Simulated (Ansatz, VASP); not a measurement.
## One calculation of Ta2Mo, two programs

Contents of INCAR:

```
ALGO = Fast
EDIFF = 1E-6
EDIFFG = -0.01
ENCUT = 600
GGA = PE
IBRION = 2
ISIF = 3
ISMEAR = 0
LASPH = True
LCHARG = False
LREAL = False
LWAVE = False
NELM = 80
NSW = 100
PREC = Accurate
SIGMA = 0.1
```

KPOINTS

```
k-points
0
Gamma
  12 12 12
```

The input POSCAR:

```
Ta2Mo
1.0
    0.0000000000      3.1308905185      3.1308905185
    3.1308905185      0.0000000000      3.1308905185
    3.1308905185      3.1308905185      0.0000000000
Ta Mo
2 1
Direct
    0.2500000000      0.2500000000      0.2500000000
    0.7500000000      0.7500000000      0.7500000000
    0.0000000000      0.0000000000      0.0000000000
```

Input for Ansatz:

```yaml
crystal:
  lattice:
    - [0.0, 3.1308905185, 3.1308905185]
    - [3.1308905185, 0.0, 3.1308905185]
    - [3.1308905185, 3.1308905185, 0.0]
  atoms:
    - { symbol: Ta, position: [0.25, 0.25, 0.25] }
    - { symbol: Ta, position: [0.75, 0.75, 0.75] }
    - { symbol: Mo, position: [0.0, 0.0, 0.0] }
basis:
  ecutwfc: 420
kpoints:
  mp_grid: { grid: [12, 12, 12] }
hamiltonian:
  xc: pbe
scf:
  occupations: { method: gaussian, width: 0.1 }
output:
  forces: true
  stress: true
  eigenvalues: true
  write_density: true
  write_potential: true
  elf: true
  volumetric_format: npy
relax:
  adjacent_minimum: "off"
  f_tol: 0.01
  max_steps: 80
  cell: { stress_tol: 0.05 }
```

Alike in both runs: task relaxation of cell and atoms; functional PBE; k mesh 12 × 12 × 12; occupations gaussian, width 0.1 eV; no spin polarisation.

|  | VASP | Ansatz |
| --- | --- | --- |
| version | VASP 6.6.1 | Ansatz 0.2.0 |
| potentials or method | VASP PAW PBE potentials, release 64 (Ta_pv, Mo_sv), cutoff 600 eV | scalar-relativistic, plane waves, PAW |
| valence electrons in the cell | 36 | 40 |

```csv
,VASP,Ansatz,Ansatz less VASP
"gap on the k mesh at the Fermi level, each at its own relaxed structure (eV)",none,none,-
relaxed volume (Å³/atom),20.48,20.46,-0.022
relaxed cell length with the largest relative difference (Å),4.429,4.428,-0.0016
```

A gap of «none» marks a metal or a gap that the smearing closes. VASP's potentials hold 36 valence electrons a cell and Ansatz's 40, so a difference there can come from the potentials and not from the codes.

Neither program's run includes spin-orbit coupling.
